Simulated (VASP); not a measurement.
# Al2O3 (R-3c) in VASP: a series of runs

Runs on Al2O3. Level: r2SCAN. Tasks: single point.

Everything below comes from runs of VASP 6.6.1. Logs are shortened: lines on timing, memory, paths and dates and some standing lists are left out, and cuts for length are marked.

## (1) The cell of the first run

It takes space group R-3c (No. 167, trigonal). Conventional cell: a = 4.878 Å, b = 4.878 Å, c = 13.320 Å, α = 90.00°, β = 90.00°, γ = 120.00°. Al (site symmetry 3) has 6 O at 1.90 to 2.02 Å within 2.5 Å. Within 2.8 Å of O (site symmetry 2) lie 4 Al at 1.90 to 2.02 Å and 8 O at 2.59 to 2.79 Å.

## (2) Single point, r2SCAN (strain +0.025 along x and y, +0.025 along z)

POSCAR reads:

```
Al2O3
1.0
    2.4390607379      1.4081923736      4.4399267083
   -2.4390607379      1.4081923736      4.4399267083
    0.0000000000     -2.8163847472      4.4399267083
Al O
4 6
Direct
    0.8519165699      0.8519165699      0.8519165699
    0.6480834301      0.6480834301      0.6480834301
    0.1480834301      0.1480834301      0.1480834301
    0.3519165699      0.3519165699      0.3519165699
    0.0563854984      0.4436145016      0.7500000000
    0.7500000000      0.0563854984      0.4436145016
    0.4436145016      0.7500000000      0.0563854984
    0.9436145016      0.5563854984      0.2500000000
    0.2500000000      0.9436145016      0.5563854984
    0.5563854984      0.2500000000      0.9436145016
```

INCAR.step1 reads:

```
PREC = Accurate
ENCUT = 520
ISMEAR = 0
SIGMA = 0.05
LREAL = False
LASPH = True
NELM = 80
NBANDS = 35
GGA = PE
ALGO = Normal
EDIFF = 1E-4
LWAVE = True
LCHARG = False
```

INCAR.step2 reads:

```
PREC = Accurate
ENCUT = 520
EDIFF = 1E-6
ISMEAR = 0
SIGMA = 0.05
LREAL = False
LASPH = True
NELM = 80
ALGO = Normal
ISIF = 2
LWAVE = False
LCHARG = True
METAGGA = R2SCAN
LMIXTAU = True
LELF = True
LVHAR = True
NBANDS = 35
ISTART = 1
```

KPOINTS reads:

```
Automatic mesh
0
Gamma
  6 6 6
```

Potentials or basis: VASP PAW PBE potentials, release 64 (Al, O).

The run is started by

```bash
$ cat potpaw_PBE.64/Al/POTCAR potpaw_PBE.64/O/POTCAR > POTCAR
$ cp INCAR.step1 INCAR
$ mpirun -np 1 vasp_std > vasp.out
$ cp INCAR.step2 INCAR
$ mpirun -np 1 vasp_std > vasp.out
```

OUTCAR:

```text
PREC = Accurate
   ENCUT = 520
   EDIFF = 1E-6
   ISMEAR = 0
   LREAL = False
   LASPH = True
   NELM = 80
   ISIF = 2
   METAGGA = R2SCAN
   ISTART = 1

 ion  position               nearest neighbor table
   1  0.852  0.852  0.852-  10 1.90   8 1.90   9 1.90   5 2.02   7 2.02   6 2.02   2 2.72   3 2.86
                             3 2.86   3 2.86   2 3.30   2 3.30   2 3.30
   2  0.648  0.648  0.648-   9 1.90   8 1.90  10 1.90   5 2.02   6 2.02   7 2.02   1 2.72   4 2.86
                             4 2.86   4 2.86   1 3.30   1 3.30   1 3.30
   3  0.148  0.148  0.148-   7 1.90   5 1.90   6 1.90   8 2.02  10 2.02   9 2.02   4 2.72   1 2.86
                             1 2.86   1 2.86   4 3.30   4 3.30   4 3.30
   4  0.352  0.352  0.352-   6 1.90   5 1.90   7 1.90   8 2.02   9 2.02  10 2.02   3 2.72   2 2.86
                             2 2.86   2 2.86   3 3.30   3 3.30   3 3.30
   5  0.056  0.444  0.750-   3 1.90   4 1.90   1 2.02   2 2.02
   6  0.750  0.056  0.444-   4 1.90   3 1.90   2 2.02   1 2.02
   7  0.444  0.750  0.056-   3 1.90   4 1.90   1 2.02   2 2.02
   8  0.944  0.556  0.250-   1 1.90   2 1.90   3 2.02   4 2.02
   9  0.250  0.944  0.556-   2 1.90   1 1.90   4 2.02   3 2.02
  10  0.556  0.250  0.944-   1 1.90   2 1.90   3 2.02   4 2.02

  LATTYP: Found a trigonal (rhomboedric) cell.
 ALAT       =     5.2578486303
 COS(alpha) =     0.5696130757

  Lattice vectors:

 A1 = (   2.4390607379,   1.4081923736,   4.4399267083)
 A2 = (  -2.4390607379,   1.4081923736,   4.4399267083)
 A3 = (   0.0000000000,  -2.8163847472,   4.4399267083)

Analysis of symmetry for initial positions (statically):
=====================================================================
 Subroutine PRICEL returns:
 Original cell was already a primitive cell.

 Routine SETGRP: Setting up the symmetry group for a
 trigonal (rhombohedral) supercell.

 Subroutine GETGRP returns: Found 12 space group operations
 (whereof  6 operations were pure point group operations)
 out of a pool of 12 trial point group operations.

The static configuration has the point symmetry S_6 .
 The point group associated with its full space group is D_3d.

Analysis of symmetry for dynamics (positions and initial velocities):
=====================================================================
 Subroutine PRICEL returns:
 Original cell was already a primitive cell.

 Routine SETGRP: Setting up the symmetry group for a
 trigonal (rhombohedral) supercell.

 Subroutine GETGRP returns: Found 12 space group operations
 (whereof  6 operations were pure point group operations)
[... 128 lines left out ...]
   TEBEG  =    0.0;   TEEND  =   0.0 temperature during run
   PSTRESS=    0.0 pullay stress
   NELECT =      48.0000    total number of electrons
   NUPDOWN=      -1.0000    fix difference up-down
   EMIN   =  10.00;   EMAX   =-10.00  energy-range for DOS
   EFERMI =   0.00;   METHOD = LEGACY
   ISMEAR =     0;   SIGMA  =   0.05  broadening in eV -4-tet -1-fermi 0-gaus
   EFERMI_NEDOS =   21; number of points for ismear=-14 and -15
   IALGO  =     38    algorithm
   IMIX   =      4    mixing-type and parameters
     AMIX     =   0.40;   BMIX     =  1.00
     AMIX_MAG =   1.60;   BMIX_MAG =  1.00
  volume/ion in A,a.u.               =       9.15        61.75
  Fermi-wavevector in a.u.,A,eV,Ry     =   1.320337  2.495075 23.718886  1.743289
  Thomas-Fermi vector in A             =   2.450170
   LORBIT       =      0    0 simple, 1 ext, 2 COOP (PROOUT), +10 PAW based schemes
   METAGGA = R2SCAN    functional components
   LHFCALC =     F    Hartree Fock is set to
   AEXX    =    0.0000 exact exchange contribution
   IVDW    =     0    specifies the selected vdW correction
   LEPSILON=     F    determine dielectric tensor
   LRPA    =     F    only Hartree local field effects (RPA)
 non-spin polarized calculation
 Gauss-broadening in eV      SIGMA  =   0.05
  energy-cutoff  :      520.00
  volume of cell :       91.50
 maximum number of plane-waves:      2483
   NGX = 19   NGY = 19   NGZ = 19

 number of electron      47.9999992 magnetization

 Free energy of the ion-electron system (eV)
  ---------------------------------------------------
  ext. energy  EPLUGINS =         0.00000000
  ---------------------------------------------------
  free energy    TOTEN  =       -95.89986553 eV

  energy without entropy =      -95.89986553  energy(sigma->0) =      -95.89986553

 E-fermi :   5.2200     XC(G=0): -11.8503

 val. band max:        4.9365806222   @ k =   0.0000   0.0000   0.0000
 cond. band min:      11.1474372507   @ k =   0.0000   0.0000   0.0000
 fundamental gap:      6.2108566285
 Fermi energy:         5.2200213702

 k-point     1 :       0.0000    0.0000    0.0000
  band No.  band energies     occupation
      1     -14.7191      2.00000
      2     -12.7009      2.00000
      3     -12.4659      2.00000
      4     -12.4659      2.00000
      5     -12.1850      2.00000
      6     -12.1850      2.00000
[... 901 lines left out ...]
     34      18.8878      0.00000
     35      18.9689      0.00000

 [... further k-points ...]

------------------------ aborting loop because EDIFF is reached ----------------------------------------

  FORCE on cell =-STRESS in cart. coord.  units (eV):
  Direction    XX          YY          ZZ          XY          YZ          ZX
  --------------------------------------------------------------------------------------
  -------------------------------------------------------------------------------------
  Total       -9.9285925     -9.9285925     -9.2708046      0.0000000     -0.0000000      0.0000000
  in kB     -173.8547718   -173.8547718   -162.3365660      0.0000000     -0.0000000      0.0000000
  external PRESSURE =    -170.0153699 kB  Pullay stress =       0.0000000 kB

 VOLUME and BASIS-vectors are now :
 -----------------------------------------------------------------------------
  energy-cutoff  :      520.00
  volume of cell :       91.50
      direct lattice vectors                 reciprocal lattice vectors
     2.439060738  1.408192374  4.439926708     0.204996945  0.118355041  0.075076314
    -2.439060738  1.408192374  4.439926708    -0.204996945  0.118355041  0.075076314
     0.000000000 -2.816384747  4.439926708     0.000000000 -0.236710083  0.075076314

 POSITION                                       TOTAL-FORCE (eV/Angst)
 -----------------------------------------------------------------------------------
      0.00000      0.00000     11.34734        -0.000000      0.000000      0.021340
      0.00000      0.00000      8.63233        -0.000000      0.000000     -0.021340
      0.00000      0.00000      1.97244        -0.000000      0.000000     -0.021340
      0.00000      0.00000      4.68745        -0.000000      0.000000      0.021340
     -0.94448     -1.40819      5.54991        -0.093732      0.000000      0.000000
      1.69177     -0.11384      5.54991         0.046866     -0.081175      0.000000
     -0.74729      1.52204      5.54991         0.046866      0.081175      0.000000
      0.94448      1.40819      7.76987         0.093732      0.000000      0.000000
     -1.69177      0.11384      7.76987        -0.046866      0.081175      0.000000
      0.74729     -1.52204      7.76987        -0.046866     -0.081175      0.000000
 -----------------------------------------------------------------------------------
    total drift:                               -0.000000      0.000000      0.000000

  FREE ENERGIE OF THE ION-ELECTRON SYSTEM (eV)
  ---------------------------------------------------
  free  energy   TOTEN  =       -95.8998655313 eV

  energy  without entropy=      -95.8998655313  energy(sigma->0) =      -95.89986553
```

Wall time 3.1 min (1 thread of Intel Xeon 6975P-C (Granite Rapids), shared host); peak memory 0.28 GiB.

Results:

* Free energy: -95.8999 eV
* Pressure: -17.0 GPa
* Largest force: 0.094 eV/Å
* Band gap on the k mesh: 6.21 eV

Forces on the atoms (eV/Å):
```
Al   0.000  0.000  0.021
Al   0.000  0.000 -0.021
Al   0.000  0.000 -0.021
Al   0.000  0.000  0.021
O   -0.094  0.000  0.000
O    0.047 -0.081  0.000
O    0.047  0.081  0.000
O    0.094  0.000  0.000
O   -0.047  0.081  0.000
O   -0.047 -0.081  0.000
```

Stress tensor (GPa, compression positive):
```
-17.39   0.00   0.00
  0.00 -17.39   0.00
  0.00   0.00 -16.23
```

Caveat: the cell differs from its parent crystal (strain +0.025 along x and y, +0.025 along z); the cell stands under tension; the PAW data sets were made with another functional, which shifts forces and pressure a little.

## (3) Single point, r2SCAN (strain +0.050 along x and y, +0.000 along z)

POSCAR, as its differences from that of step 2:

```diff
@@ -2,5 +2,5 @@
 1.0
-    2.4390607379      1.4081923736      4.4399267083
-   -2.4390607379      1.4081923736      4.4399267083
-    0.0000000000     -2.8163847472      4.4399267083
+    2.4985500242      1.4425385290      4.3316358130
+   -2.4985500242      1.4425385290      4.3316358130
+    0.0000000000     -2.8850770581      4.3316358130
 Al O
```

INCAR.step1 reads:

```
  PREC = Accurate
  ENCUT = 520
  ISMEAR = 0
  SIGMA = 0.05
  LREAL = F
  LASPH = T
  NELM = 100
  NBANDS = 35
  GGA = PE
  ALGO = Normal
  EDIFF = 1E-4
  LWAVE = T
  LCHARG = F
```

INCAR.step2 reads:

```
  PREC = Accurate
  ENCUT = 520
  EDIFF = 1E-7
  ISMEAR = 0
  SIGMA = 0.05
  LREAL = F
  LASPH = T
  NELM = 100
  ALGO = Normal
  ISIF = 2
  LWAVE = F
  LCHARG = T
  METAGGA = R2SCAN
  LMIXTAU = T
  LELF = T
  LVHAR = T
  NBANDS = 35
  ISTART = 1
```

KPOINTS reads:

```
regular mesh
0
Gamma
  6 6 6
```

Potentials or basis: VASP PAW PBE potentials, release 64 (Al, O).

The run is started by

```bash
$ cat potpaw_PBE.64/Al/POTCAR potpaw_PBE.64/O/POTCAR > POTCAR
$ cp INCAR.step1 INCAR
$ mpirun -np 1 vasp_std > vasp.out
$ cp INCAR.step2 INCAR
$ mpirun -np 1 vasp_std > vasp.out
```

Wall time 3.5 min (1 thread of Intel Xeon 6975P-C (Granite Rapids), shared host); peak memory 0.28 GiB.

Results (log left out):

```yaml
Free_energy: -95.4411 eV
Pressure: -21.6 GPa
Largest_force: 0.298 eV/Å
Band_gap_on_the_k_mesh: 5.55 eV
```

Forces on the atoms (eV/Å):
```
Al   0.000  0.000  0.298
Al   0.000  0.000 -0.298
Al   0.000  0.000 -0.298
Al   0.000  0.000  0.298
O   -0.253  0.000  0.000
O    0.126 -0.219  0.000
O    0.126  0.219  0.000
O    0.253  0.000  0.000
O   -0.126  0.219  0.000
O   -0.126 -0.219  0.000
```

Stress tensor (GPa, compression positive):
```
-28.09   0.00   0.00
  0.00 -28.09   0.00
  0.00   0.00  -8.49
```

Levels at points of the mesh, in eV from the valence-band top:
```
           k point  band 20  band 21  band 22  band 23  band 24  band 25  band 26  band 27  band 28  band 29
(0.00, 0.00, 0.00)    -0.66    -0.66    -0.43    -0.43     0.00     5.55     8.71    10.52    11.03    11.92
(0.50, 0.00, 0.00)    -1.43    -1.01    -1.01    -0.40    -0.40     8.95     8.95     9.46     9.46    11.57
(0.50, 0.50, 0.00)    -1.34    -1.18    -1.16    -0.78    -0.39     9.31     9.35     9.39    10.19    10.82
(0.50, 0.50, 0.50)    -1.99    -0.74    -0.74    -0.74    -0.74     8.08     8.08    11.14    11.14    11.67
```

Caveat: the cell differs from its parent crystal (strain +0.050 along x and y, +0.000 along z); the cell stands under tension; the PAW data sets were made with another functional, which shifts forces and pressure a little.
